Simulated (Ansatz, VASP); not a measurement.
# NbH2 in VASP and in Ansatz

```
Nb H
1.0
     0.00000    2.29661    2.29661
     2.29661    0.00000    2.29661
     2.29661    2.29661    0.00000
Nb H
1 2
Cartesian
  0.0000 0.0000 0.0000
  1.1483 1.1483 1.1483
  3.4449 3.4449 3.4449
```

Change from the starting cell: volume scaled by 1.02.

Alike in both runs: task single point; functional LDA; k mesh 15 × 15 × 15; occupations fermi-dirac, width 0.03 eV; no spin polarisation.

```csv
,VASP,Ansatz
version,VASP 6.6.1,Ansatz 0.2.0
potentials or method,"VASP PAW LDA potentials, release 64 (Nb_sv, H), cutoff 520 eV","all-electron LAPW, scalar-relativistic"
```

```csv
,VASP,Ansatz,Ansatz less VASP
pressure (GPa),-11.5,-11.3,+0.13
```

LDA's correlation is that of Perdew and Zunger in VASP and of Perdew and Wang (1992) in Ansatz. Ansatz ran all-electron here, and VASP with PAW potentials.
